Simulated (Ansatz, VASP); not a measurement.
## One calculation of NbTe, two programs

```
Nb Te
1.0
     2.97652    0.00000    0.00000
     0.00000    2.97652    0.00000
     0.00000    0.00000    2.97652
Nb Te
1 1
Direct
  0.00000 0.00000 0.00000
  0.50000 0.50000 0.50000
```

Change from the starting cell: volume scaled by 0.68, LAPW.

Alike in both runs: task single point; functional PBEsol; k mesh 12 × 12 × 12; occupations fermi-dirac, width 0.1 eV; no spin polarisation.

```csv
,VASP,Ansatz
version,VASP 6.6.1,Ansatz 0.2.0
potentials or method,"VASP PAW PBE potentials, release 64 (Nb_sv, Te), cutoff 520 eV","all-electron LAPW, scalar-relativistic"
```

```csv
,VASP,Ansatz,Ansatz less VASP
pressure (GPa),134.7,134.7,-0.02
```

VASP's potentials were made for PBE, not for PBEsol. Both programs put the cell under a high pressure, so it lies far from rest at this level. Ansatz ran all-electron here, and VASP with PAW potentials.

Neither program's run includes spin-orbit coupling. Noted on VASP's run: the cell as given lies far from equilibrium.
